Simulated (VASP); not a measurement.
Crystal: Si.

```
Si
1.0
    -2.25100    2.36850    1.27500
     2.25100   -2.36850    1.27500
     2.25100    2.36850   -1.27500
Si
2
Direct
  0.80700 0.05700 0.75000
  0.19300 0.94300 0.25000
```

Program: VASP 6.6.1. Alike in all runs: task single point; level PBEsol+D3(BJ); potentials or basis VASP PAW PBE potentials, release 64 (Si); no spin polarisation; cell as given; cutoff (eV) 520; smearing fermi-dirac 0.05 eV. Hardware: 1 thread of Intel Xeon 6975P-C, with other jobs on the host.

Order these runs on this cell by their wall time, lowest first.
A. k mesh 12 × 12 × 12
B. k mesh 5 × 5 × 5
C. k mesh 8 × 8 × 8
D. k mesh 3 × 3 × 3

D (7.2 s), B (15 s), C (45 s), A (130 s).

Caveats: some runs use coarse meshes.
